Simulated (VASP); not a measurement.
A run of VASP 6.6.1 is set up as follows.

INCAR

```
ALGO = Normal
EDIFF = 1E-6
ENCUT = 520
GGA = PE
ISIF = 2
ISMEAR = -1
LASPH = T
LCHARG = F
LREAL = F
LWAVE = F
NBANDS = 15
NELM = 100
PREC = Accurate
SIGMA = 0.05
```

The input KPOINTS:

```
k-points
0
Gamma
  10 10 9
```

Contents of POSCAR:

```
TaN
1.0
    2.9380011100      0.0000000000      0.0000000000
   -1.4690005500      2.5443836000      0.0000000000
    0.0000000000      0.0000000000      2.8830022100
Ta N
1 1
Direct
    0.3447780000      0.6749950000      0.4832640000
   -0.0141120000      0.0054730000      0.0058730000
```

Potentials or basis: VASP PAW PBE potentials, release 64 (Ta_pv, N).

Command:

```console
$ cat potpaw_PBE.64/Ta_pv/POTCAR potpaw_PBE.64/N/POTCAR > POTCAR
$ mpirun -np 1 vasp_std > vasp.out
```

(1) What does it give for the band gap on the k mesh?

(2) Estimate the largest force.

(3) Predict the pressure.

## Answers

(1) zero (band 8 reaches 8.35 eV, above the bottom of band 9 at 8.22 eV).

(2) 1.363 eV/Å.

(3) 7.0 GPa.

Caveat: the cell differs from its parent crystal (atoms moved at random); spin-orbit coupling is left out, which moves the levels of the heavy elements; forces of over 1 eV/Å act on the atoms, so gaps and moduli don't describe the material at rest.
